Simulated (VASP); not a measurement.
InO: single point with PBE

InO, a slab with vacuum:

```xyz
4
Lattice="3.5400 0.0000 0.0000 -1.7700 3.0657 0.0000 0.0000 0.0000 16.2740" Properties=species:S:1:pos:R:3 pbc="T T T"
In    1.7700    1.0219    9.6020
In    1.7700    1.0219    6.6720
O     0.0000    0.0000   10.4132
O     0.0000    0.0000    5.8608
```

This cell differs from its parent crystal: strain +0.025 along x and y, +0.025 along z.

| Property | Result |
| --- | --- |
| Program | VASP 6.6.1 |
| Task | single point |
| Functional | PBE |
| Potentials or basis | VASP PAW PBE potentials, release 64 (In_d, O) |
| Cutoff | 520 eV |
| k mesh | 12 × 12 × 2 |
| Occupations | gaussian, width 0.03 eV |
| Spin | no spin polarisation |

The largest force is 0.542 eV/Å and the band gap on the k mesh is 0.29 eV, indirect (least direct gap 0.88 eV).

Forces in eV/Å, atoms in the order of the input:
```
In   0.000  0.000  0.262
In   0.000  0.000 -0.262
O    0.000  0.000 -0.542
O    0.000  0.000  0.542
```

Levels at points of the mesh, in eV from the valence-band top:
| k point | band 16 | band 17 | band 18 | band 19 | band 20 | band 21 | band 22 | band 23 |
| --- | --- | --- | --- | --- | --- | --- | --- | --- |
| (0.00, 0.00, 0.00) | -1.56 | -1.54 | -1.54 | -0.58 | 0.29 | 3.13 | 6.22 | 6.32 |
| (0.50, 0.00, 0.00) | -2.33 | -2.26 | -1.72 | -0.18 | 2.33 | 3.70 | 5.19 | 6.52 |
| (0.00, 0.00, 0.50) | -1.56 | -1.54 | -1.54 | -0.58 | 0.29 | 3.14 | 6.03 | 6.74 |
| (0.50, 0.00, 0.50) | -2.33 | -2.26 | -1.72 | -0.18 | 2.33 | 3.70 | 5.19 | 6.52 |

Run time: 5.4 min on 1 thread of Intel Xeon 6975P-C (shared host), peak memory 0.39 GiB.

Caveat: the cell differs from its parent crystal (strain +0.025 along x and y, +0.025 along z); spin-orbit coupling is left out, which moves the levels of the heavy elements.
